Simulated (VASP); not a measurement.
A run of VASP 6.6.1:

File INCAR:

```
  PREC = Accurate
  ENCUT = 520
  EDIFF = 1E-6
  ISMEAR = 0
  SIGMA = 0.1
  LREAL = False
  LASPH = True
  NELM = 100
  ALGO = Normal
  ISIF = 2
  LWAVE = False
  LCHARG = False
  GGA = PE
  NBANDS = 16
```

Contents of KPOINTS:

```
regular mesh
0
Gamma
  6 6 6
```

The input POSCAR:

```
S
1.0
   -2.4693542781      2.4693542781      2.3251551481
    2.4693542781     -2.4693542781      2.3251551481
    2.4693542781      2.4693542781     -2.3251551481
S
3
Direct
    0.7500000000      0.2500000000      0.5000000000
    0.2500000000      0.7500000000      0.5000000000
    0.5000000000      0.5000000000      0.0000000000
```

Potentials or basis: VASP PAW PBE potentials, release 64 (S).

Run with:

```sh
$ cat potpaw_PBE.64/S/POTCAR > POTCAR
$ mpirun -np 1 vasp_std > vasp.out
```

Hardware: 1 thread of Intel Xeon 8259CL (shared host).

Q: Estimate the wall time of this run.

A: It took 32 s on 1 thread of Intel Xeon 8259CL, with other jobs on the host, peak memory 0.17 GiB. Counts: scf iterations 13, k points 30.
